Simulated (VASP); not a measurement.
# LiNbO3 (R3c) in VASP: single point with r2SCAN

Aim: the single point of LiNbO3 with r2SCAN.

Everything below comes from runs of VASP 6.6.1. Logs are shortened: lines on timing, memory, paths and dates and some standing lists are left out, and cuts for length are marked.

## 1. The cell of the first run

It takes space group R3c (No. 161, trigonal). Conventional cell: a = 5.254 Å, b = 5.254 Å, c = 13.876 Å, α = 90.00°, β = 90.00°, γ = 120.00°. Li (site symmetry 3) has 6 O at 2.14 to 2.26 Å within 2.8 Å. Within 2.5 Å of Nb (site symmetry 3) lie 6 O at 1.88 to 2.16 Å. Within 2.5 Å of O (site symmetry 1) lie 2 Nb at 1.88 to 2.16 Å and 2 Li at 2.14 to 2.26 Å.

## 2. Single point, r2SCAN

File POSCAR:

```
LiNbO3
1.0
    2.6270998535      1.5167568076      4.6253000000
   -2.6270998535      1.5167568076      4.6253000000
    0.0000000000     -3.0335136152      4.6253000000
Li Nb O
2 2 6
Direct
    0.2974869660      0.2974869660      0.2974869660
    0.7974869660      0.7974869660      0.7974869660
    0.0163358042      0.0163358042      0.0163358042
    0.5163358042      0.5163358042      0.5163358042
    0.1328940041      0.3660887535      0.7373944722
    0.7373944722      0.1328940041      0.3660887535
    0.3660887535      0.7373944722      0.1328940041
    0.2373944722      0.8660887535      0.6328940041
    0.8660887535      0.6328940041      0.2373944722
    0.6328940041      0.2373944722      0.8660887535
```

File INCAR.step1:

```
PREC = Accurate
ENCUT = 520
ISMEAR = 0
SIGMA = 0.01
LREAL = F
LASPH = T
NELM = 80
NBANDS = 45
GGA = PE
ALGO = Normal
EDIFF = 1E-4
LWAVE = T
LCHARG = F
```

File INCAR.step2:

```
PREC = Accurate
ENCUT = 520
EDIFF = 1E-6
ISMEAR = 0
SIGMA = 0.01
LREAL = F
LASPH = T
NELM = 80
ALGO = Normal
ISIF = 2
LWAVE = F
LCHARG = F
METAGGA = R2SCAN
LMIXTAU = T
NBANDS = 45
ISTART = 1
```

File KPOINTS:

```
regular mesh
0
Gamma
  5 5 5
```

Potentials or basis: VASP PAW PBE potentials, release 64 (Li_sv, Nb_sv, O).

Started as:

```console
cat potpaw_PBE.64/Li_sv/POTCAR potpaw_PBE.64/Nb_sv/POTCAR potpaw_PBE.64/O/POTCAR > POTCAR
cp INCAR.step1 INCAR
mpirun -np 1 vasp_std > vasp.out
cp INCAR.step2 INCAR
mpirun -np 1 vasp_std > vasp.out
```

OUTCAR:

```text
PREC = Accurate
   ENCUT = 520
   EDIFF = 1E-6
   ISMEAR = 0
   LREAL = F
   LASPH = T
   NELM = 80
   ISIF = 2
   METAGGA = R2SCAN
   ISTART = 1

 ion  position               nearest neighbor table
   1  0.297  0.297  0.297-   8 2.14  10 2.14   9 2.14   5 2.26   7 2.26   6 2.26
   2  0.797  0.797  0.797-   7 2.14   6 2.14   5 2.14   9 2.26   8 2.26  10 2.26
   3  0.016  0.016  0.016-   5 1.88   6 1.88   7 1.88   9 2.16   8 2.16  10 2.16
   4  0.516  0.516  0.516-   9 1.88  10 1.88   8 1.88   5 2.16   7 2.16   6 2.16
   5  0.133  0.366  0.737-   3 1.88   2 2.14   4 2.16   1 2.26
   6  0.737  0.133  0.366-   3 1.88   2 2.14   4 2.16   1 2.26
   7  0.366  0.737  0.133-   3 1.88   2 2.14   4 2.16   1 2.26
   8  0.237  0.866  0.633-   4 1.88   1 2.14   3 2.16   2 2.26
   9  0.866  0.633  0.237-   4 1.88   1 2.14   3 2.16   2 2.26
  10  0.633  0.237  0.866-   4 1.88   1 2.14   3 2.16   2 2.26

  LATTYP: Found a trigonal (rhomboedric) cell.
 ALAT       =     5.5313294011
 COS(alpha) =     0.5488467280

  Lattice vectors:

 A1 = (   2.6270998535,   1.5167568076,   4.6253000000)
 A2 = (  -2.6270998535,   1.5167568076,   4.6253000000)
 A3 = (   0.0000000000,  -3.0335136152,   4.6253000000)

Analysis of symmetry for initial positions (statically):
=====================================================================
 Subroutine PRICEL returns:
 Original cell was already a primitive cell.

 Routine SETGRP: Setting up the symmetry group for a
 trigonal (rhombohedral) supercell.

 Subroutine GETGRP returns: Found  6 space group operations
 (whereof  3 operations were pure point group operations)
 out of a pool of 12 trial point group operations.

The static configuration has the point symmetry C_3 .
 The point group associated with its full space group is C_3v.

Analysis of symmetry for dynamics (positions and initial velocities):
=====================================================================
 Subroutine PRICEL returns:
 Original cell was already a primitive cell.

 Routine SETGRP: Setting up the symmetry group for a
 trigonal (rhombohedral) supercell.

 Subroutine GETGRP returns: Found  6 space group operations
 (whereof  3 operations were pure point group operations)
 out of a pool of 12 trial point group operations.

The dynamic configuration has the point symmetry C_3 .
 The point group associated with its full space group is C_3v.

[... 115 lines left out ...]
   ISYM   =      2    0-nonsym 1-usesym 2-fastsym
   POTIM  = 0.5000    time-step for ionic-motion
   TEBEG  =    0.0;   TEEND  =   0.0 temperature during run
   PSTRESS=    0.0 pullay stress
   NELECT =      68.0000    total number of electrons
   NUPDOWN=      -1.0000    fix difference up-down
   EMIN   =  10.00;   EMAX   =-10.00  energy-range for DOS
   EFERMI =   0.00;   METHOD = LEGACY
   ISMEAR =     0;   SIGMA  =   0.01  broadening in eV -4-tet -1-fermi 0-gaus
   EFERMI_NEDOS =   21; number of points for ismear=-14 and -15
   IALGO  =     38    algorithm
   IMIX   =      4    mixing-type and parameters
     AMIX     =   0.40;   BMIX     =  1.00
     AMIX_MAG =   1.60;   BMIX_MAG =  1.00
  volume/ion in A,a.u.               =      11.06        74.62
  Fermi-wavevector in a.u.,A,eV,Ry     =   1.392141  2.630765 26.368862  1.938057
  Thomas-Fermi vector in A             =   2.515912
   LORBIT       =      0    0 simple, 1 ext, 2 COOP (PROOUT), +10 PAW based schemes
   METAGGA = R2SCAN    functional components
   LHFCALC =     F    Hartree Fock is set to
   AEXX    =    0.0000 exact exchange contribution
   IVDW    =     0    specifies the selected vdW correction
   LEPSILON=     F    determine dielectric tensor
   LRPA    =     F    only Hartree local field effects (RPA)
 non-spin polarized calculation
 Gauss-broadening in eV      SIGMA  =   0.01
  energy-cutoff  :      520.00
  volume of cell :      110.58
 maximum number of plane-waves:      2992
 NGX is ok and might be reduce to    42
   NGX = 21   NGY = 21   NGZ = 21

 number of electron      67.9999986 magnetization

 Free energy of the ion-electron system (eV)
  ---------------------------------------------------
  ext. energy  EPLUGINS =         0.00000000
  ---------------------------------------------------
  free energy    TOTEN  =      -118.55921447 eV

  energy without entropy =     -118.55921447  energy(sigma->0) =     -118.55921447

 E-fermi :   2.9324     XC(G=0): -11.2415

 val. band max:        2.8302160405   @ k =   0.0000   0.0000   0.0000
 cond. band min:       6.7928581640   @ k =  -0.4000   0.4000   0.0000
 fundamental gap:      3.9626421236
 Fermi energy:         2.9323773090

 k-point     1 :       0.0000    0.0000    0.0000
  band No.  band energies     occupation
      1     -53.0996      2.00000
      2     -53.0854      2.00000
      3     -41.2691      2.00000
      4     -41.2671      2.00000
      5     -28.6604      2.00000
      6     -28.6604      2.00000
[... 901 lines left out ...]
     44      12.2153      0.00000
     45      12.7265      0.00000

------------------------ aborting loop because EDIFF is reached ----------------------------------------

  FORCE on cell =-STRESS in cart. coord.  units (eV):
  Direction    XX          YY          ZZ          XY          YZ          ZX
  --------------------------------------------------------------------------------------
  -------------------------------------------------------------------------------------
  Total       -3.7685829     -3.7685829     -1.8170762      0.0000000      0.0000000     -0.0000000
  in kB      -54.6015488    -54.6015488    -26.3269192      0.0000000      0.0000000     -0.0000000
  external PRESSURE =     -45.1766723 kB  Pullay stress =       0.0000000 kB

 VOLUME and BASIS-vectors are now :
 -----------------------------------------------------------------------------
  energy-cutoff  :      520.00
  volume of cell :      110.58
      direct lattice vectors                 reciprocal lattice vectors
     2.627099853  1.516756808  4.625300000     0.190323942  0.109883579  0.072067397
    -2.627099853  1.516756808  4.625300000    -0.190323942  0.109883579  0.072067397
     0.000000000 -3.033513615  4.625300000     0.000000000 -0.219767158  0.072067397

 POSITION                                       TOTAL-FORCE (eV/Angst)
 -----------------------------------------------------------------------------------
      0.00000      0.00000      4.12790         0.000000      0.000000     -0.000479
      0.00000      0.00000     11.06585         0.000000      0.000000     -0.000479
      0.00000      0.00000      0.22667         0.000000      0.000000     -0.031807
      0.00000      0.00000      7.16462         0.000000      0.000000     -0.031807
     -0.61263     -1.48006      5.71862        -0.018509      0.017890      0.010762
      1.58808      0.20948      5.71862        -0.006239     -0.024974      0.010762
     -0.97546      1.27058      5.71862         0.024748      0.007084      0.010762
     -1.65164     -0.24618      8.03127        -0.024748      0.007084      0.010762
      0.61263      1.55345      8.03127         0.018509      0.017890      0.010762
      1.03902     -1.30728      8.03127         0.006239     -0.024974      0.010762
 -----------------------------------------------------------------------------------
    total drift:                                0.000000      0.000000     -0.025941

  FREE ENERGIE OF THE ION-ELECTRON SYSTEM (eV)
  ---------------------------------------------------
  free  energy   TOTEN  =      -118.5592144666 eV

  energy  without entropy=     -118.5592144666  energy(sigma->0) =     -118.55921447
```

Run time: 4.7 min. Hardware: 1 thread of Intel Xeon Platinum 8559C (Emerald Rapids), shared host; peak memory 0.32 GiB.

What came out:

| Quantity | Value |
| --- | --- |
| Free energy | -118.5592 eV |
| Largest force | 0.032 eV/Å |
| Band gap on the k mesh | 3.96 eV, indirect (least direct gap 3.99 eV) |

Forces on the atoms (eV/Å):
```
Li   0.000  0.000  0.000
Li   0.000  0.000  0.000
Nb   0.000  0.000 -0.032
Nb   0.000  0.000 -0.032
O   -0.019  0.018  0.011
O   -0.006 -0.025  0.011
O    0.025  0.007  0.011
O   -0.025  0.007  0.011
O    0.019  0.018  0.011
O    0.006 -0.025  0.011
```

Caveat: the cutoff is under 1.25 times the usual one of these potentials, so pressure, stress and relaxed cells hold a basis-set (Pulay) error; the PAW data sets were made with another functional, which shifts forces and pressure a little. r2SCAN opens gaps a little over a GGA but as a rule still falls short of measured ones.
